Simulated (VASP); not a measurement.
Wanted: the native input for a VASP 6.6.1 run.

```
Task                   : single point
Functional             : PBE
Potentials or basis    : VASP PAW PBE potentials, release 64 (Be, Cd)
Cutoff                 : 520 eV
k mesh                 : 18 × 18 × 18
Occupations            : gaussian, width 0.1 eV
Spin                   : no spin polarisation
Dipole correction      : no
Further INCAR settings : ALGO = Normal; EDIFF = 1e-06; NBANDS = 14
```

The structure of BeCd lies in POSCAR:

```
BeCd
1.0
    3.1048273010      0.0000000000      0.0000000000
    0.0000000000      3.1048273010      0.0000000000
    0.0000000000      0.0000000000      3.1048273010
Be Cd
1 1
Direct
    0.0000000000      0.0000000000      0.0000000000
    0.5000000000      0.5000000000      0.5000000000
```

The input as run:

INCAR

```
SYSTEM = BeCd
PREC     = Accurate       ! precision mode
ENCUT    = 520            ! plane-wave cutoff, eV
EDIFF    = 1E-6           ! SCF threshold, eV
ISMEAR   = 0              ! smearing method
SIGMA    = 0.1            ! smearing width, eV
LREAL    = .False.        ! projectors in reciprocal space
LASPH    = .True.         ! aspherical terms in the spheres
NELM     = 60             ! most SCF steps
ALGO     = Normal         ! electronic algorithm
ISIF     = 2              ! what is computed and relaxed
LWAVE    = .False.        ! write WAVECAR
LCHARG   = .False.        ! write CHGCAR
GGA      = PE             ! functional
NBANDS   = 14             ! bands
```

KPOINTS

```
Automatic mesh
0
Gamma
  18 18 18
  0 0 0
```

Potentials or basis: VASP PAW PBE potentials, release 64 (Be, Cd).

The run is started by

```console
$ cat potpaw_PBE.64/Be/POTCAR potpaw_PBE.64/Cd/POTCAR > POTCAR
$ mpirun -np 1 vasp_std > vasp.out
```

Results of the run:

```
Pressure               : 0.2 GPa
Band gap on the k mesh : zero (bands 7 and 8 overlap by 3.53 eV)
```

Run time: 41 s on 1 thread of Oxide Virtual Turin-like Processor (shared host), peak memory 0.17 GiB.
